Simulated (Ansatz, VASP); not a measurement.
As in VASP and in Ansatz

File INCAR:

```
SYSTEM = As
PREC = Accurate ; ENCUT = 520
EDIFF = 1E-6 ; ISMEAR = 0
SIGMA = 0.05 ; LREAL = .False.
LASPH = .True. ; NELM = 80
ALGO = Normal ; ISIF = 2
LWAVE = .False. ; LCHARG = .True.
LDIPOL = .True. ; IDIPOL = 3
DIPOL = 0.5 0.5 0.375 ; GGA = PE
IVDW = 12 ; LELF = .True.
LVHAR = .True. ; LVACPOTAV = .True.
NBANDS = 18
```

Contents of KPOINTS:

```
regular mesh
0
Gamma
  9 9 1
  0 0 0
```

POSCAR

```
As
1.0
    3.5713380906      0.0000000000      0.0000000000
   -1.7856690453      3.0928695120      0.0000000000
    0.0000000000      0.0000000000     20.2952802043
As
4
Direct
    0.3333333333      0.6666666667      0.2905917062
    0.6666666667      0.3333333333      0.2217264287
    1.0000000000      0.3333333333      0.5289545203
    0.6666666667      0.6666666667      0.4600892428
```

Input for Ansatz:

```yaml
crystal:
  lattice:
    - [3.5713380906, 0.0, 0.0]
    - [-1.7856690453, 3.092869512, 0.0]
    - [0.0, 0.0, 20.2952802043]
  atoms:
    - { symbol: As, position: [0.3333333333, 0.6666666667, 0.2905917062] }
    - { symbol: As, position: [0.6666666667, 0.3333333333, 0.2217264287] }
    - { symbol: As, position: [1.0, 0.3333333333, 0.5289545203] }
    - { symbol: As, position: [0.6666666667, 0.6666666667, 0.4600892428] }
basis:
  ecutwfc: 420
kpoints:
  mp_grid: { grid: [9, 9, 1] }
hamiltonian:
  xc: pbe
  dispersion: d3bj
scf:
  occupations: { method: gaussian, width: 0.05 }
output:
  forces: true
  eigenvalues: true
efield:
  axis: 3
  dipole_correction: true
  ramp_width: 0.04
```

Alike in both runs: task single point; functional PBE; dispersion D3(BJ); k mesh 9 × 9 × 1; occupations gaussian, width 0.05 eV; no spin polarisation.

```csv
,VASP,Ansatz
version,VASP 6.6.1,Ansatz 0.2.0
potentials or method,"VASP PAW PBE potentials, release 64 (As), cutoff 520 eV","scalar-relativistic, plane waves, PAW"
valence electrons in the cell,20,60
```

Ansatz gave:

```
gap on the k mesh at the Fermi level (eV) : 1.08
least direct gap on the mesh (eV)         : 1.61
rms of the force components (eV/Å)        : 0.024
```

Q: What did VASP give for the same quantities?

A: gap on the k mesh at the Fermi level (eV): 1.06; least direct gap on the mesh (eV): 1.58; rms of the force components (eV/Å): 0.056.

Atom by atom the forces differ by 0.053 eV/Å (rms over components). VASP's potentials hold 20 valence electrons a cell and Ansatz's 60, so a difference there can come from the potentials and not from the codes.
